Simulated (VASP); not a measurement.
A run of VASP 6.6.1:

File INCAR:

```
ALGO     = Normal         # electronic algorithm
EDIFF    = 1E-6           # SCF threshold, eV
ENCUT    = 520            # plane-wave cutoff, eV
GGA      = PE             # functional
ISIF     = 2              # what is computed and relaxed
ISMEAR   = -1             # smearing method
LASPH    = True           # aspherical terms in the spheres
LCHARG   = False          # write CHGCAR
LREAL    = False          # projectors in reciprocal space
LWAVE    = False          # write WAVECAR
NBANDS   = 12             # bands
NELM     = 100            # most SCF steps
PREC     = Accurate       # precision mode
SIGMA    = 0.06122561905347299 # smearing width, eV
```

KPOINTS

```
k-points
0
Gamma
  24 24 24
```

POSCAR

```
Zn
1.0
    0.0000000000      1.9375073501      1.9375073501
    1.9375073501      0.0000000000      1.9375073501
    1.9375073501      1.9375073501      0.0000000000
Zn
1
Direct
    0.0000000000      0.0000000000      0.0000000000
```

Potentials or basis: VASP PAW PBE potentials, release 64 (Zn).

Launch:

```sh
$ cat potpaw_PBE.64/Zn/POTCAR > POTCAR
$ mpirun -np 1 vasp_std > vasp.out
```

Hardware: 1 thread of Intel(R) Xeon(R) 6975P-C (Granite Rapids), on a shared host.

Question: How long does it take, and how much memory?

Answer: Run time: 20 s on 1 thread of Intel(R) Xeon(R) 6975P-C (Granite Rapids), with other jobs on the host, peak memory 0.17 GiB. Counts: scf iterations 10, k points 413.
